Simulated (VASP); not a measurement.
# Ta8Se15 (a cell with a defect) in VASP: a series of runs

Ta8Se15 (a cell with a defect) is run at these levels: PBEsol; tasks: single point.

All numbers are computed with VASP 6.6.1; they aren't measurements. Logs are shortened: lines on timing, memory, paths and dates and some standing lists are left out, and cuts for length are marked.

## (1) The cell of the first run

The cell holds a defect, 23 atoms: a = 6.842 Å, b = 6.842 Å, c = 12.677 Å, α = 90.00°, β = 90.00°, γ = 120.00°.

## (2) Single point, PBEsol

File INCAR:

```
ALGO     = Normal         # electronic algorithm
EDIFF    = 1E-6           # SCF threshold, eV
ENCUT    = 520            # plane-wave cutoff, eV
GGA      = PS             # functional
ISIF     = 2              # what is computed and relaxed
ISMEAR   = -1             # smearing method
LASPH    = True           # aspherical terms in the spheres
LCHARG   = True           # write CHGCAR
LELF     = True           # ELF
LREAL    = Auto         
LVHAR    = True         
LWAVE    = False          # write WAVECAR
NBANDS   = 106            # bands
NELM     = 80             # most SCF steps
PREC     = Accurate       # precision mode
SIGMA    = 0.05           # smearing width, eV
```

File KPOINTS:

```
k-points
0
Gamma
  3 3 1
```

File POSCAR:

```
Ta8Se15
1.0
    6.8421936900      0.0000014300      0.0000000000
   -3.4210956000      5.9255142700      0.0000000000
    0.0000000000      0.0000000000     12.6770044300
Ta Se
8 15
Direct
    0.0017805864     -0.0133632287      0.2460905506
   -0.0122780624     -0.0020855544      0.7563132957
    0.0337008909      0.5247149547      0.2286239637
    0.0029863667      0.5062498982      0.7544943329
    0.4816499840     -0.0171525515      0.2477522996
    0.5099877041     -0.0031493856      0.7557107874
    0.5014651289      0.5269880622      0.2345196782
    0.5096209617      0.5193807881      0.7558837778
    0.1713342913      0.3268927669      0.1095485142
    0.3354784914      0.1704298520      0.6331315923
    0.3367639528      0.1714910254      0.8828803415
    0.1696932536      0.8395951019      0.1038904741
    0.3339191926      0.6697692962      0.6220790600
    0.1381717240      0.7745614293      0.3834446085
    0.3331057639      0.6700646295      0.8883160105
    0.6659301451      0.3348900968      0.1276284164
    0.8384015930      0.1752780862      0.6222465286
    0.2952579982      0.2765033553      0.3824169998
    0.8372675142      0.1763077018      0.8879902237
    0.6752650322      0.8612109940      0.1104846186
    0.8362396108      0.6712026371      0.6225350826
    0.6783372631      0.8527855642      0.3785302771
    0.8360695039      0.6699024968      0.8887131074
```

Potentials or basis: VASP PAW PBE potentials, release 64 (Ta_pv, Se).

Launch:

```bash
$ cat potpaw_PBE.64/Ta_pv/POTCAR potpaw_PBE.64/Se/POTCAR > POTCAR
$ mpirun -np 1 vasp_std > vasp.out
```

OUTCAR:

```text
EDIFF = 1E-6
   ENCUT = 520
   GGA = PS
   ISIF = 2
   ISMEAR = -1
   LASPH = True
   LREAL = Auto
   NELM = 80
   PREC = Accurate

 ion  position               nearest neighbor table
   1  0.002  0.987  0.246-  22 2.56  12 2.60  20 2.60  18 2.64   9 2.66  14 2.71   3 3.28   7 3.30
                             5 3.30   5 3.55   7 3.57   3 3.58
   2  0.988  0.998  0.756-  19 2.57  23 2.57  21 2.57  17 2.58  10 2.59  11 2.62   6 3.27   8 3.27
                             4 3.42   4 3.43   8 3.57   6 3.58
   3  0.034  0.525  0.229-  12 2.45  14 2.46   9 2.50  16 2.53   5 3.11   7 3.19   1 3.28   1 3.58
[... 5 lines left out ...]
   6  0.510  0.997  0.756-  15 2.57  19 2.57  13 2.58  17 2.58  10 2.58  11 2.62   2 3.27   8 3.27
                             4 3.41   4 3.43   8 3.58   2 3.58
   7  0.501  0.527  0.235-  18 2.45  16 2.51   9 2.53  20 2.53  22 2.66   5 3.19   3 3.19   1 3.30
                             1 3.57
   8  0.510  0.519  0.756-  23 2.57  15 2.57  21 2.57  13 2.57  10 2.59  11 2.62   6 3.27   2 3.27
                             4 3.42   4 3.42   2 3.57   6 3.58
   9  0.171  0.327  0.110-   3 2.50   7 2.53   1 2.66
  10  0.335  0.170  0.633-   6 2.58   2 2.59   8 2.59
  11  0.337  0.171  0.883-   8 2.62   6 2.62   2 2.62
  12  0.170  0.840  0.104-   3 2.45   1 2.60   5 2.60
  13  0.334  0.670  0.622-   8 2.57   6 2.58   4 2.58
  14  0.138  0.775  0.383-   3 2.46   5 2.68   1 2.71
  15  0.333  0.670  0.888-   6 2.57   8 2.57   4 2.59
  16  0.666  0.335  0.128-   7 2.51   3 2.53   5 2.58
  17  0.838  0.175  0.622-   2 2.58   4 2.58   6 2.58
  18  0.295  0.277  0.382-   7 2.45   1 2.64
  19  0.837  0.176  0.888-   6 2.57   2 2.57   4 2.59
  20  0.675  0.861  0.110-   7 2.53   5 2.56   1 2.60
  21  0.836  0.671  0.623-   8 2.57   2 2.57   4 2.58
  22  0.678  0.853  0.379-   1 2.56   5 2.56   7 2.66
  23  0.836  0.670  0.889-   8 2.57   2 2.57   4 2.59

  LATTYP: Found a hexagonal cell.
 ALAT       =     6.8421936900
 C/A-ratio  =     1.8527690101

  Lattice vectors:

 A1 = (   6.8421936900,   0.0000014300,   0.0000000000)
 A2 = (  -3.4210956000,   5.9255142700,   0.0000000000)
 A3 = (   0.0000000000,   0.0000000000,  12.6770044300)

Analysis of symmetry for initial positions (statically):
=====================================================================
 Subroutine PRICEL returns:
 Original cell was already a primitive cell.

 Routine SETGRP: Setting up the symmetry group for a
 hexagonal supercell.

 Subroutine GETGRP returns: Found  1 space group operations
 (whereof  1 operations were pure point group operations)
 out of a pool of 24 trial point group operations.

The static configuration has the point symmetry C_1 .

[... 136 lines left out ...]
   EDIFFG = 0.1E-04   stopping-criterion for IOM
   NSW    =      0    number of steps for IOM
[... 5 lines left out ...]
   TEBEG  =    0.0;   TEEND  =   0.0 temperature during run
   PSTRESS=    0.0 pullay stress
   NELECT =     178.0000    total number of electrons
   NUPDOWN=      -1.0000    fix difference up-down
   EMIN   =  10.00;   EMAX   =-10.00  energy-range for DOS
   EFERMI =   0.00;   METHOD = LEGACY
   ISMEAR =    -1;   SIGMA  =   0.05  broadening in eV -4-tet -1-fermi 0-gaus
   EFERMI_NEDOS =   21; number of points for ismear=-14 and -15
   IALGO  =     38    algorithm
   IMIX   =      4    mixing-type and parameters
     AMIX     =   0.40;   BMIX     =  1.00
     AMIX_MAG =   1.60;   BMIX_MAG =  1.00
  volume/ion in A,a.u.               =      22.35       150.80
  Fermi-wavevector in a.u.,A,eV,Ry     =   1.149658  2.172539 17.983015  1.321714
  Thomas-Fermi vector in A             =   2.286327
   LORBIT       =      0    0 simple, 1 ext, 2 COOP (PROOUT), +10 PAW based schemes
   GGA     = PS    functional components
   LHFCALC =     F    Hartree Fock is set to
   AEXX    =    0.0000 exact exchange contribution
   IVDW    =     0    specifies the selected vdW correction
   LEPSILON=     F    determine dielectric tensor
   LRPA    =     F    only Hartree local field effects (RPA)
 non-spin polarized calculation
  energy-cutoff  :      520.00
  volume of cell :      513.97
 maximum number of plane-waves:     13860
 NGX is ok and might be reduce to    54
   NGX = 25   NGY = 25   NGZ = 47

 number of electron     178.0000002 magnetization

 Free energy of the ion-electron system (eV)
  ---------------------------------------------------
  ext. energy  EPLUGINS =         0.00000000
  ---------------------------------------------------
  free energy    TOTEN  =      -174.30215766 eV

  energy without entropy =     -174.18008032  energy(sigma->0) =     -174.24111899

 E-fermi :   4.0362     XC(G=0): -10.3491

 val. band max:        4.0236452421   @ k =  -0.3333   0.3333   0.0000
 cond. band min:       4.0833095273   @ k =   0.0000   0.0000   0.0000
 fundamental gap:      0.0596642852
 Fermi energy:         4.0361647082

 k-point     1 :       0.0000    0.0000    0.0000
  band No.  band energies     occupation
      1     -31.0897      2.00000
      2     -30.9944      2.00000
      3     -30.9588      2.00000
      4     -30.9415      2.00000
      5     -30.8569      2.00000
      6     -30.8113      2.00000
[... 509 lines left out ...]
    100       6.3117      0.00000
    101       6.4043      0.00000
 [bands above 101 left out]

------------------------ aborting loop because EDIFF is reached ----------------------------------------

  FORCE on cell =-STRESS in cart. coord.  units (eV):
  Direction    XX          YY          ZZ          XY          YZ          ZX
  --------------------------------------------------------------------------------------
  -------------------------------------------------------------------------------------
  Total       -3.6046538     -0.8613919      4.1740059      0.9469367      0.0238059     -0.1287808
  in kB      -11.2366288     -2.6851790     13.0114452      2.9518440      0.0742091     -0.4014426
  external PRESSURE =      -0.3034542 kB  Pullay stress =       0.0000000 kB

 VOLUME and BASIS-vectors are now :
 -----------------------------------------------------------------------------
  energy-cutoff  :      520.00
  volume of cell :      513.97
      direct lattice vectors                 reciprocal lattice vectors
     6.842193690  0.000001430  0.000000000     0.146151940  0.084380821  0.000000000
    -3.421095600  5.925514270  0.000000000    -0.000000035  0.168761703  0.000000000
     0.000000000  0.000000000 12.677004430     0.000000000  0.000000000  0.078882989

 POSITION                                       TOTAL-FORCE (eV/Angst)
 -----------------------------------------------------------------------------------
     -3.36320      5.84633      3.11969         0.014828      0.010254     -0.030937
      3.34422      5.91316      9.58779         0.011328     -0.007881      0.000797
     -1.56451      3.10921      2.89827         0.103771     -0.052813      0.052663
     -1.71150      2.99979      9.56473         0.010662      0.005779     -0.012114
     -0.06687      5.82388      3.14076         0.018538      0.002692     -0.020171
      0.07911      5.90685      9.58015        -0.005230     -0.014618     -0.005398
[... 15 lines left out ...]
      1.72385      5.05319      4.79863         0.027328      0.003412      0.031312
      3.42875      3.96952     11.26622         0.007679     -0.005753      0.051206
 -----------------------------------------------------------------------------------
    total drift:                               -0.006204      0.025888      0.012911

  FREE ENERGIE OF THE ION-ELECTRON SYSTEM (eV)
  ---------------------------------------------------
  free  energy   TOTEN  =      -174.3021576585 eV

  energy  without entropy=     -174.1800803230  energy(sigma->0) =     -174.24111899
```

OSZICAR:

```text
N       E                     dE             d eps       ncg     rms          rms(c)
DAV:   1     0.153123469651E+04    0.15312E+04   -0.87432E+04  1180   0.155E+03
DAV:   2    -0.498281946400E+02   -0.15811E+04   -0.15365E+04  1278   0.370E+02
DAV:   3    -0.178578372885E+03   -0.12875E+03   -0.12504E+03  1304   0.903E+01
[... 12 lines left out ...]
DAV:  16    -0.174302152238E+03   -0.89150E-05   -0.10325E-04  1352   0.389E-02    0.155E-02
DAV:  17    -0.174302154217E+03   -0.19793E-05   -0.19688E-05  1280   0.156E-02    0.871E-03
DAV:  18    -0.174302156146E+03   -0.19293E-05   -0.36652E-06  1024   0.608E-03    0.302E-03
DAV:  19    -0.174302157295E+03   -0.11489E-05   -0.98249E-07   744   0.390E-03    0.137E-03
DAV:  20    -0.174302157659E+03   -0.36344E-06   -0.32629E-07   680   0.181E-03
   1 F= -.17430216E+03 E0= -.17424112E+03  d E =-.122077E+00
```

stdout:

```text
POSCAR found type information on POSCAR TaSe
 POSCAR found :  2 types and      23 ions
 scaLAPACK will be used
 -----------------------------------------------------------------------------
|                                                                             |
|                                                                             |
|     You enforced a specific xc type in the INCAR file but a different       |
|     I HOPE YOU KNOW WHAT YOU ARE DOING!                                     |
|                                                                             |
 -----------------------------------------------------------------------------

 LDA part: xc-table for (Slater+PW92), standard interpolation
 POSCAR, INCAR and KPOINTS ok, starting setup
 FFT: planning ... GRIDC
 FFT: planning ... GRID_SOFT
 FFT: planning ... GRID
 WAVECAR not read
 entering main loop
```

It took 13 min on 1 thread of Intel Xeon Platinum 8488C (Sapphire Rapids), shared host; peak memory 0.65 GiB.

What came out:

| Item | Value |
| --- | --- |
| Free energy | -174.3022 eV |
| Pressure | 0.0 GPa |
| Largest force | 0.328 eV/Å |
| Band gap on the k mesh | zero (bands 89 and 90 overlap by 0.03 eV) |

Forces in eV/Å, atoms in the order of the input:
```
Ta   0.015  0.010 -0.031
Ta   0.011 -0.008  0.001
Ta   0.104 -0.053  0.053
Ta   0.011  0.006 -0.012
Ta   0.019  0.003 -0.020
Ta  -0.005 -0.015 -0.005
Ta  -0.026  0.026  0.026
Ta   0.004 -0.014  0.000
Se   0.028 -0.024 -0.075
Se   0.002 -0.011 -0.046
Se   0.004  0.001  0.054
Se   0.026 -0.039 -0.039
Se   0.001 -0.005 -0.050
Se   0.020  0.068  0.031
Se   0.001 -0.006  0.041
Se   0.044 -0.003  0.041
Se   0.007 -0.012 -0.052
Se  -0.311  0.081  0.065
Se   0.004 -0.006  0.056
Se   0.000 -0.004 -0.074
Se   0.006  0.007 -0.046
Se   0.027  0.003  0.031
Se   0.008 -0.006  0.051
```

Caveat: the k points lie up to 0.50 Å⁻¹ apart; the PAW data sets were made with another functional, which shifts forces and pressure a little; spin-orbit coupling is left out, which moves the levels of the heavy elements.

## (3) Single point, PBEsol

File INCAR:

```
SYSTEM = Ta8Se15
PREC = Accurate ; ENCUT = 520
EDIFF = 1E-6 ; ISMEAR = -1
SIGMA = 0.05 ; LREAL = Auto
LASPH = .TRUE. ; NELM = 60
ALGO = Normal ; ISIF = 2
LWAVE = .FALSE. ; LCHARG = .TRUE.
GGA = PS ; LELF = .TRUE.
LVHAR = .TRUE. ; NBANDS = 106
```

File KPOINTS:

```
Automatic mesh
0
G
  3 3 1
  0 0 0
```

File POSCAR:

```
Ta8Se15
1.0
    6.8421936900      0.0000014300      0.0000000000
   -3.4210956000      5.9255142700      0.0000000000
    0.0000000000      0.0000000000     12.6770044300
Ta Se
8 15
Direct
    0.0046091296     -0.0074714201      0.2435582489
   -0.0125208034     -0.0011416700      0.7561667311
    0.0474303885      0.5110196000      0.2388397051
    0.0006591391      0.5058858797      0.7543978590
    0.4806822699     -0.0344318954      0.2444528609
    0.5044218437     -0.0026807329      0.7549912957
    0.4962841601      0.5296166961      0.2352299407
    0.5043202652      0.5165479551      0.7552421436
    0.1747284020      0.3261524084      0.1053979280
    0.3317705985      0.1699092230      0.6297606066
    0.3339647951      0.1710363820      0.8828162885
    0.1657004647      0.8287484494      0.1068903153
    0.3309622941      0.6697460078      0.6214242524
    0.1495095537      0.7976647377      0.3812531601
    0.3302519259      0.6697853295      0.8876380112
    0.6724767664      0.3345961123      0.1401856416
    0.8347865220      0.1740846042      0.6223842583
    0.2265267494      0.3085701245      0.3790877432
    0.8333396675      0.1755722391      0.8874447479
    0.6750923673      0.8534025579      0.1065643707
    0.8330849601      0.6713079452      0.6226022909
    0.6770980615      0.8448135982      0.3786115266
    0.8325783324      0.6692920865      0.8880815702
```

Potentials or basis: VASP PAW PBE potentials, release 64 (Ta_pv, Se).

Launch:

```bash
$ cat potpaw_PBE.64/Ta_pv/POTCAR potpaw_PBE.64/Se/POTCAR > POTCAR
$ mpirun -np 1 vasp_std > vasp.out
```

Run time: 14 min. Hardware: 1 thread of Intel Xeon Platinum 8488C (Sapphire Rapids), shared host; peak memory 0.66 GiB.

Results (log left out):

| Item | Value |
| --- | --- |
| Free energy | -175.0871 eV |
| Pressure | 0.3 GPa |
| Largest force | 1.207 eV/Å |
| Band gap on the k mesh | zero (bands 89 and 90 overlap by 0.18 eV) |

Forces in eV/Å, atoms in the order of the input:
```
Ta   0.063  0.063 -0.065
Ta   0.032  0.008 -0.011
Ta   0.339 -0.187  0.274
Ta   0.006  0.002 -0.013
Ta   0.156 -0.193 -0.087
Ta  -0.032  0.005 -0.025
Ta  -0.046  0.010  0.055
Ta   0.013 -0.047 -0.021
Se   0.100 -0.036 -0.155
Se   0.000  0.001 -0.131
Se   0.015  0.000  0.053
Se   0.077 -0.145  0.028
Se  -0.001  0.012 -0.074
Se   0.035  0.306 -0.017
Se   0.008  0.007  0.046
Se   0.164 -0.025  0.300
Se   0.005 -0.008 -0.042
Se  -1.135  0.409 -0.046
Se   0.003 -0.007  0.043
Se   0.097 -0.083 -0.150
Se   0.004  0.002 -0.033
Se   0.093 -0.088  0.053
Se   0.003 -0.003  0.019
```

Stress tensor (GPa, compression positive):
```
-0.33  0.11 -0.73
 0.11  0.10  0.47
-0.73  0.47  1.25
```

Levels at points of the mesh, in eV from the Fermi level:
```csv
k point,band 85,band 86,band 87,band 88,band 89,band 90,band 91,band 92,band 93,band 94
"(0.00, 0.00, 0.00)",-0.66,-0.56,-0.43,-0.32,-0.28,-0.20,0.14,0.41,1.20,1.38
```

Caveat: the k points lie up to 0.50 Å⁻¹ apart; the PAW data sets were made with another functional, which shifts forces and pressure a little; spin-orbit coupling is left out, which moves the levels of the heavy elements.

The gap in the log of VASP goes by the Fermi energy; the results here count the filled bands.